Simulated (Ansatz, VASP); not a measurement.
## In: VASP beside Ansatz

```
CELL_PARAMETERS angstrom
3.31641 0.00000 0.00000
-1.65820 2.87210 0.00000
0.00000 0.00000 5.39933
ATOMIC_POSITIONS crystal
In 0.33333 0.66667 0.25000
In 0.66667 0.33333 0.75000
```

Alike in both runs: task single point; functional LDA; k mesh 12 × 12 × 7; occupations fermi-dirac, width 0.1 eV; no spin polarisation.

```csv
,VASP,Ansatz
version,VASP 6.6.1,Ansatz 0.2.0
potentials or method,"VASP PAW LDA potentials, release 64 (In_d), cutoff 520 eV","plane waves (420 eV) with PAW, scalar-relativistic"
valence electrons in the cell,26,26
```

```tsv
	VASP	Ansatz	Ansatz less VASP
pressure (GPa)	-1.7	-1.7	-0.05
traceless stress, the component that is largest in VASP (GPa)	-0.53	-0.53	-0.004
```

Ansatz warns that its potentials were made for another functional, while VASP's fit it. LDA's correlation is that of Perdew and Zunger in VASP and of Perdew and Wang (1992) in Ansatz.
